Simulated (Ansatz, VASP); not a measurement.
Given: the input of a run of VASP 6.6.1 on TeW2.

Contents of INCAR:

```
SYSTEM = TeW2
PREC     = Accurate       ! precision mode
ENCUT    = 520            ! plane-wave cutoff, eV
EDIFF    = 1E-6           ! SCF threshold, eV
ISMEAR   = -1             ! smearing method
SIGMA    = 0.05           ! smearing width, eV
LREAL    = .False.        ! projectors in reciprocal space
LASPH    = .True.         ! aspherical terms in the spheres
NELM     = 100            ! most SCF steps
ALGO     = Normal         ! electronic algorithm
ISIF     = 2              ! what is computed and relaxed
LWAVE    = .False.        ! write WAVECAR
LCHARG   = .False.        ! write CHGCAR
GGA      = PE             ! functional
NBANDS   = 24             ! bands
```

KPOINTS

```
regular mesh
0
Gamma
  7 7 7
  0 0 0
```

POSCAR

```
TeW2
1.0
    0.0000000000      3.1506738475      3.1506738475
    3.1506738475      0.0000000000      3.1506738475
    3.1506738475      3.1506738475      0.0000000000
Te W
1 2
Direct
    0.0000000000      0.0000000000      0.0000000000
    0.2500000000      0.2500000000      0.2500000000
    0.7500000000      0.7500000000      0.7500000000
```

Potentials or basis: VASP PAW PBE potentials, release 64 (Te, W_sv).

The run is started by

```console
$ cat potpaw_PBE.64/Te/POTCAR potpaw_PBE.64/W_sv/POTCAR > POTCAR
$ mpirun -np 1 vasp_std > vasp.out
```

Q: Set up the same calculation for Ansatz 0.2.0. Potentials there: all-electron LAPW, scalar-relativistic.

A: As run (the cutoff follows the program's own potentials):

File input.yaml:

```yaml
crystal:
  lattice:
    - [0.0, 3.1506738475, 3.1506738475]
    - [3.1506738475, 0.0, 3.1506738475]
    - [3.1506738475, 3.1506738475, 0.0]
  atoms:
    - { symbol: Te, position: [0.0, 0.0, 0.0] }
    - { symbol: W, position: [0.25, 0.25, 0.25] }
    - { symbol: W, position: [0.75, 0.75, 0.75] }
kpoints:
  mp_grid: { grid: [7, 7, 7] }
scf:
  occupations: { method: fermi_dirac, width: 0.05 }
hamiltonian:
  xc: pbe
  pseudopotentials: { kind: all_electron, lapw: { basis_error: 0.001 } }
output:
  forces: true
  stress: true
  eigenvalues: true
```

Potentials or basis: all-electron LAPW, scalar-relativistic.

Run with:

```bash
$ ansatz run input.yaml --threads 2 --pin off --max-ram 6144MiB --backend cpu --events-out ev --progress --plain --runs-dir out
```

Both were run:

|  | VASP | Ansatz | Ansatz less VASP |
| --- | --- | --- | --- |
| gap on the k mesh at the Fermi level (eV) | none | none | - |
| pressure (GPa) | -4.0 | -4.0 | -0.04 |

A gap of «none» marks a metal or a gap that the smearing closes. Ansatz ran all-electron here, and VASP with PAW potentials.

Neither program's run includes spin-orbit coupling.
